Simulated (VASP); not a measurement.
Input of a VASP 6.6.1 run:

The input INCAR:

```
SYSTEM = WS
  PREC = Accurate
  ENCUT = 520
  EDIFF = 1E-6
  ISMEAR = 0
  SIGMA = 0.1
  LREAL = .False.
  LASPH = .True.
  NELM = 150
  ALGO = Normal
  ISIF = 2
  LWAVE = .False.
  LCHARG = .False.
  ISPIN = 2
  MAGMOM = 0 0
  LORBIT = 11
  LMAXMIX = 4
  GGA = PE
  NBANDS = 21
```

File KPOINTS:

```
regular mesh
0
Gamma
  6 6 6
  0 0 0
```

File POSCAR:

```
WS
1.0
    1.5150780216      0.8747307036      4.0640040582
   -1.5150780216      0.8747307036      4.0640040582
    0.0000000000     -1.7494614072      4.0640040582
W S
1 1
Direct
    0.9760392431      0.9760392431      0.9760392431
    0.7731629793      0.7731629793      0.7731629793
```

Potentials or basis: VASP PAW PBE potentials, release 64 (W_sv, S).

The run is started by

```console
$ cat potpaw_PBE.64/W_sv/POTCAR potpaw_PBE.64/S/POTCAR > POTCAR
$ mpirun -np 1 vasp_std > vasp.out
```

**Question.** Estimate the pressure.

**Answer.** -0.1 GPa.

**Question.** What does it give for the band gap on the k mesh?

**Answer.** Zero (filled and empty bands overlap).

Stress tensor (GPa, compression positive):
```
-0.39  0.00  0.00
 0.00 -0.39  0.00
 0.00  0.00  0.53
```

Caveat: the k points lie up to 0.41 Å⁻¹ apart; spin-orbit coupling is left out, which moves the levels of the heavy elements.
